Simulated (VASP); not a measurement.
Here is a VASP 6.6.1 calculation.

Contents of POSCAR:

```
Fe
1.0
    0.0000000000      1.7062696208      1.7062696208
    1.7062696208      0.0000000000      1.7062696208
    1.7062696208      1.7062696208      0.0000000000
Fe
1
Direct
    0.0000000000      0.0000000000      0.0000000000
```

File INCAR.step1:

```
ALGO = Normal
EDIFF = 1E-4
ENCUT = 520
GGA = PE
GGA_COMPAT = False
ISMEAR = -1
LASPH = True
LCHARG = False
LMAXMIX = 4
LREAL = False
LSORBIT = True
LWAVE = True
MAGMOM = 0 0 0
NBANDS = 19
NELM = 150
PREC = Accurate
SIGMA = 0.1
```

INCAR.step2

```
ALGO = Normal
EDIFF = 1E-6
ENCUT = 520
GGA_COMPAT = False
ISIF = 2
ISMEAR = -1
ISTART = 1
LASPH = True
LCHARG = True
LMAXMIX = 4
LMIXTAU = True
LORBIT = 11
LORBMOM = True
LREAL = False
LSORBIT = True
LVHAR = True
LWAVE = False
MAGMOM = 0 0 0
METAGGA = R2SCAN
NBANDS = 19
NELM = 150
PREC = Accurate
SIGMA = 0.1
```

KPOINTS

```
k-points
0
Gamma
  16 16 16
```

Potentials or basis: VASP PAW PBE potentials, release 64 (Fe).

Command:

```bash
$ cat potpaw_PBE.64/Fe/POTCAR > POTCAR
$ cp INCAR.step1 INCAR
$ mpirun -np 1 vasp_ncl > vasp.out
$ cp INCAR.step2 INCAR
$ mpirun -np 1 vasp_ncl > vasp.out
```

Predict the net moment.

0.00 μB per cell.

Estimate the pressure.

0.6 GPa.

Moments on the atoms (μB; x, y, z):
```
Fe  0.00 0.00 0.00
```

Caveat: the PAW data sets were made with another functional, which shifts forces and pressure a little.
